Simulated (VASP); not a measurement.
C, 2 atoms in the cell. It takes space group I4_1/amd (No. 141, tetragonal). The conventional cell has a = 2.517 Å, b = 2.517 Å, c = 3.489 Å, α = 90.00°, β = 90.00°, γ = 90.00°. C (site symmetry -4m2) has 4 C at 1.53 Å within 2.0 Å.  This cell differs from its parent crystal: uniaxial z strain -2.0%.

- Program: VASP 6.6.1
- Task: single point
- Functional: PBE
- Potentials or basis: VASP PAW PBE potentials, release 64 (C)
- Cutoff: 520 eV
- k mesh: 6 × 6 × 6
- Occupations: gaussian, width 0.01 eV
- Spin: no spin polarisation
- Dipole correction: no
- Further INCAR settings: ALGO = Normal; EDIFF = 1e-07; NBANDS = 11

Potentials or basis: VASP PAW PBE potentials, release 64 (C).

The run is started by

```sh
$ cat potpaw_PBE.64/C/POTCAR > POTCAR
$ mpirun -np 1 vasp_std > vasp.out
```

Hardware: 1 thread of AMD EPYC 7R13, on a shared host.

Q: Estimate the wall time of this run.

A: Wall time 6.1 s on 1 thread of AMD EPYC 7R13, on a shared host, peak memory 0.12 GiB. Counts: scf iterations 12, k points 30.
